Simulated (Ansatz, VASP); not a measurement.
**Two plane-wave programs on Ge5P**

INCAR

```
SYSTEM = Ge5P
ALGO     = Normal         ! electronic algorithm
EDIFF    = 1E-6           ! SCF threshold, eV
EDIFFG   = -0.01          ! ionic threshold
ENCUT    = 600            ! plane-wave cutoff, eV
GGA      = PE             ! functional
IBRION   = 2              ! ionic algorithm
ISIF     = 3              ! what is computed and relaxed
ISMEAR   = 0              ! smearing method
LASPH    = .TRUE.         ! aspherical terms in the spheres
LCHARG   = .FALSE.        ! write CHGCAR
LREAL    = .FALSE.        ! projectors in reciprocal space
LWAVE    = .FALSE.        ! write WAVECAR
NELM     = 80             ! most SCF steps
NSW      = 100            ! ionic steps
PREC     = Accurate       ! precision mode
SIGMA    = 0.1            ! smearing width, eV
```

Contents of KPOINTS:

```
k-points
0
G
  8 8 8
  0 0 0
```

The input POSCAR:

```
Ge5P
1.0
    0.0000000000      3.8945662458      3.8945662458
    3.8945662458      0.0000000000      3.8945662458
    3.8945662458      3.8945662458      0.0000000000
Ge P
5 1
Direct
    0.5000000000      0.5000000000      0.5000000000
    0.8752251938      0.3743244185      0.8752251938
    0.8752251938      0.8752251938      0.8752251938
    0.3743244185      0.8752251938      0.8752251938
    0.8752251938      0.8752251938      0.3743244185
    0.2500000000      0.2500000000      0.2500000000
```

Input for Ansatz:

```yaml
crystal:
  lattice:
    - [0.0, 3.8945662458, 3.8945662458]
    - [3.8945662458, 0.0, 3.8945662458]
    - [3.8945662458, 3.8945662458, 0.0]
  atoms:
    - { symbol: Ge, position: [0.5, 0.5, 0.5] }
    - { symbol: Ge, position: [0.8752251938, 0.3743244185, 0.8752251938] }
    - { symbol: Ge, position: [0.8752251938, 0.8752251938, 0.8752251938] }
    - { symbol: Ge, position: [0.3743244185, 0.8752251938, 0.8752251938] }
    - { symbol: Ge, position: [0.8752251938, 0.8752251938, 0.3743244185] }
    - { symbol: P, position: [0.25, 0.25, 0.25] }
basis:
  ecutwfc: 420
kpoints:
  mp_grid: { grid: [8, 8, 8] }
hamiltonian:
  xc: pbe
scf:
  occupations: { method: gaussian, width: 0.1 }
output:
  forces: true
  stress: true
  eigenvalues: true
  write_density: true
  write_potential: true
  elf: true
  volumetric_format: npy
relax:
  adjacent_minimum: "off"
  f_tol: 0.01
  max_steps: 80
  cell: { stress_tol: 0.05 }
```

Alike in both runs: task relaxation of cell and atoms; functional PBE; k mesh 8 × 8 × 8; occupations gaussian, width 0.1 eV; no spin polarisation.

|  | VASP | Ansatz |
| --- | --- | --- |
| version | VASP 6.6.1 | Ansatz 0.2.0 |
| potentials or method | VASP PAW PBE potentials, release 64 (Ge_d, P), cutoff 600 eV | scalar-relativistic, plane waves, PAW |
| valence electrons in the cell | 75 | 75 |

```csv
,VASP,Ansatz,Ansatz less VASP
"gap on the k mesh at the Fermi level, each at its own relaxed structure (eV)",none,none,-
relaxed volume (Å³/atom),19.64,19.62,-0.022
relaxed cell length with the largest relative difference (Å),5.503,5.501,-0.0020
```

A gap of «none» marks a metal or a gap that the smearing closes.
